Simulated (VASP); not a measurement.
A run of VASP 6.6.1 is set up as follows.

The input POSCAR:

```
AlSn
1.0
    4.2533501828      0.0000000000      0.0000000000
   -2.1266750913      3.6835093094      0.0000000000
    0.0000000000      0.0000000000      3.3503631350
Sn Al
1 1
Direct
    0.3333333333      0.6666666667      0.5000000000
    0.0000000000      0.0000000000      0.0000000000
```

Contents of INCAR.step1:

```
PREC = Accurate
ENCUT = 520
ISMEAR = -1
SIGMA = 0.05
LREAL = F
LASPH = T
NELM = 100
NBANDS = 16
GGA = PE
ALGO = Normal
EDIFF = 1E-4
LWAVE = T
LCHARG = F
```

Contents of INCAR.step2:

```
PREC = Accurate
ENCUT = 520
EDIFF = 1E-7
ISMEAR = -1
SIGMA = 0.05
LREAL = F
LASPH = T
NELM = 100
ALGO = Normal
ISIF = 2
LWAVE = F
LCHARG = F
METAGGA = R2SCAN
LMIXTAU = T
NBANDS = 16
ISTART = 1
```

Contents of KPOINTS:

```
regular mesh
0
Gamma
  7 7 8
```

Potentials or basis: VASP PAW PBE potentials, release 64 (Sn_d, Al).

Run with:

```bash
$ cat potpaw_PBE.64/Sn_d/POTCAR potpaw_PBE.64/Al/POTCAR > POTCAR
$ cp INCAR.step1 INCAR
$ mpirun -np 1 vasp_std > vasp.out
$ cp INCAR.step2 INCAR
$ mpirun -np 1 vasp_std > vasp.out
```

Question: Estimate the pressure.

Answer: -3.0 GPa.

Stress tensor (GPa, compression positive):
```
-2.60  0.00  0.00
 0.00 -2.60  0.00
 0.00  0.00 -3.90
```

Caveat: the PAW data sets were made with another functional, which shifts forces and pressure a little.
